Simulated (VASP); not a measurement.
Runs of VASP 6.6.1 on Sr2TeS. The structure is that of space group P4/mmm (No. 123), or close to it. The cells are those of the table. 

```csv
level,cell,gap on the mesh (eV),pressure (GPa)
PBE,"a = 4.589, b = 4.589, c = 6.493 Å, 4 atoms",2.02,-1.0
PBE,"a = 4.533, b = 4.533, c = 6.414 Å, 4 atoms",1.94,0.4
PBE,"a = 4.451, b = 4.451, c = 6.298 Å, 4 atoms",1.79,2.8
PBE,"a = 4.633, b = 4.633, c = 6.555 Å, 4 atoms",2.08,(b)
r2SCAN,"a = 4.533, b = 4.533, c = 6.414 Å, 4 atoms",2.35,(a)
```

Alike in all rows: task single point; potentials or basis VASP PAW PBE potentials, release 64 (S, Sr_sv, Te); no spin polarisation; k mesh 6 × 6 × 4; cutoff (eV) 520; smearing gaussian 0.01 eV.

**Question.** Fill in the values left out.

**Answer.** (a) 0.1; (b) -1.9.

Caveats: spin-orbit coupling is left out, which moves the levels of the heavy elements; the PAW data sets were made with another functional, which shifts forces and pressure a little (at least some runs).

A k mesh can miss the band edges, and the runs leave out spin-orbit coupling on Sr, Te.
